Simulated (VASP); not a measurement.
Cd4InO:

```
Cd In O
1.0
     3.98054    0.00000    0.00000
    -1.99027    3.44725    0.00000
     0.00000    0.00000    8.09170
Cd In O
4 1 1
Direct
  0.33333 0.66667 0.75959
  0.33333 0.66667 0.24041
  0.66667 0.33333 0.75959
  0.66667 0.33333 0.24041
  0.00000 0.00000 0.50000
  0.00000 0.00000 0.00000
```

The cell was generated, and may not be a known phase.

| Property | Result |
| --- | --- |
| Program | VASP 6.6.1 |
| Task | relaxation of cell and atoms |
| Functional | PBE |
| Potentials or basis | VASP PAW PBE potentials, release 64 (Cd, In_d, O) |
| Cutoff | 600 eV |
| k mesh | 6 × 6 × 2 |
| Occupations | gaussian, width 0.1 eV |
| Spin | no spin polarisation |

At the start: pressure 38.7 GPa; volume 18.51 Å³/atom.

Problem. Where does the relaxation end?

Solution. Over 13 steps the energy falls by 1065.1 meV/atom and the volume is 22.35 Å³/atom (+20.8 %); space group P6/mmm (No. 191, to 0.1 Å) before and after.

Step by step:
| step | energy change (eV) | largest force (eV/Å) | pressure (GPa) | volume (Å³) |
| --- | --- | --- | --- | --- |
| 1 | 0.0000 | 1.0105 | 38.71 | 111.03 |
| 2 | -4.6655 | 0.2167 | -6.49 | 194.25 |
| 3 | -5.6800 | 0.4109 | -1.30 | 154.56 |
| 4 | -5.6858 | 0.3924 | -2.24 | 158.30 |
| 5 | -5.6877 | 0.3986 | -1.95 | 157.02 |
| 6 | -5.9151 | 0.3600 | -1.76 | 151.34 |
| 7 | -6.3671 | 0.1559 | 0.32 | 134.07 |
| 8 | -6.3678 | 0.0120 | 1.45 | 129.48 |
| 9 | -6.3777 | 0.0923 | 0.85 | 131.71 |
| 10 | -6.3862 | 0.0428 | -0.27 | 134.51 |
| 11 | -6.3872 | 0.0557 | -0.01 | 133.81 |
| 12 | -6.3883 | 0.0459 | -0.01 | 133.88 |
| 13 | -6.3903 | 0.0128 | 0.01 | 134.10 |

Final structure:
```
CELL_PARAMETERS angstrom
4.81337 0.00000 0.00000
-2.40668 4.16850 0.00000
0.00000 0.00000 6.68362
ATOMIC_POSITIONS crystal
Cd 0.33333 0.66667 0.77704
Cd 0.33333 0.66667 0.22296
Cd 0.66667 0.33333 0.77704
Cd 0.66667 0.33333 0.22296
In 0.00000 0.00000 0.50000
O 0.00000 0.00000 0.00000
```

Caveat: the k points lie up to 0.47 Å⁻¹ apart in the final cell, too coarse for converged energies and pressures of a metal; the volume moved by over 15 % at a fixed basis, so the end points are rough; an odd number of electrons without spin polarisation forces a metal; a magnetic or distorted state may lie lower.
